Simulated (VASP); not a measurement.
A run of VASP 6.6.1:

Contents of INCAR:

```
SYSTEM = Mo
PREC     = Accurate       ! precision mode
ENCUT    = 500            ! plane-wave cutoff, eV
EDIFF    = 1E-6           ! SCF threshold, eV
ISMEAR   = 0              ! smearing method
SIGMA    = 0.1            ! smearing width, eV
LREAL    = .False.        ! projectors in reciprocal space
LASPH    = .True.         ! aspherical terms in the spheres
NELM     = 120            ! most SCF steps
ALGO     = Normal         ! electronic algorithm
ISIF     = 2              ! what is computed and relaxed
LWAVE    = .False.        ! write WAVECAR
LCHARG   = .True.         ! write CHGCAR
GGA      = PE             ! functional
LELF     = .True.         ! ELF
LVHAR    = .True.       
NBANDS   = 13             ! bands
GGA_COMPAT= .False.
```

File KPOINTS:

```
Automatic mesh
0
Gamma
  18 18 18
  0 0 0
```

Contents of POSCAR:

```
Mo
1.0
   -1.5479622280      1.5479622280      1.5479622280
    1.5479622280     -1.5479622280      1.5479622280
    1.5479622280      1.5479622280     -1.5479622280
Mo
1
Direct
    0.0000000000      0.0000000000      0.0000000000
```

Potentials or basis: VASP PAW PBE potentials, release 64 (Mo_sv).

Command:

```bash
$ cat potpaw_PBE.64/Mo_sv/POTCAR > POTCAR
$ mpirun -np 1 vasp_std > vasp.out
```

Hardware: 1 thread of Intel Xeon 6975P-C (shared host).

**Question.** How long does it take, and how much memory?

**Answer.** Run time: 12 s on 1 thread of Intel Xeon 6975P-C (shared host), peak memory 0.15 GiB. Counts: scf iterations 11, k points 195.
